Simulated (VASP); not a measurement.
Here is a VASP 6.6.1 calculation.

The input INCAR:

```
PREC = Accurate
ENCUT = 520
EDIFF = 1E-6
ISMEAR = 0
SIGMA = 0.02
LREAL = False
LASPH = True
NELM = 60
ALGO = Normal
ISIF = 2
LWAVE = False
LCHARG = False
NBANDS = 16
```

File KPOINTS:

```
Automatic mesh
0
Gamma
  8 8 8
```

The input POSCAR:

```
AgCl
1.0
    0.0000000000      2.7002716180      2.7002716180
    2.7002716180      0.0000000000      2.7002716180
    2.7002716180      2.7002716180      0.0000000000
Ag Cl
1 1
Direct
    0.5000000000      0.5000000000      0.5000000000
    0.0000000000      0.0000000000      0.0000000000
```

Potentials or basis: VASP PAW LDA potentials, release 64 (Ag, Cl).

Launch:

```sh
$ cat potpaw_LDA.64/Ag/POTCAR potpaw_LDA.64/Cl/POTCAR > POTCAR
$ mpirun -np 1 vasp_std > vasp.out
```

(1) What does it give for the pressure?

(2) Predict the band gap on the k mesh.

Results:

(1) -1.7 GPa.

(2) 0.65 eV (least direct gap 3.26 eV).

Caveat: the cell differs from its parent crystal (strained); semilocal functionals underestimate gaps, and a narrow one can read as zero.
